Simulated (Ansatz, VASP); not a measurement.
**Sr in VASP and in Ansatz**

```
Sr
1.0
    -2.45448    2.45448    2.45448
     2.45448   -2.45448    2.45448
     2.45448    2.45448   -2.45448
Sr
1
Direct
  0.00000 0.00000 0.00000
```

Alike in both runs: task single point; functional PBE; k mesh 6 × 6 × 6; occupations gaussian, width 0.1 eV; no spin polarisation.

|  | VASP | Ansatz |
| --- | --- | --- |
| version | VASP 6.6.1 | Ansatz 0.2.0 |
| potentials or method | VASP PAW PBE potentials, release 64 (Sr_sv), cutoff 500 eV | scalar-relativistic, plane waves, PAW |
| valence electrons in the cell | 10 | 10 |

```csv
,VASP,Ansatz,Ansatz less VASP
gap on the k mesh at the Fermi level (eV),none,none,-
pressure (GPa),-1.0,-1.0,+0.01
```

A gap of «none» marks a metal or a gap that the smearing closes.
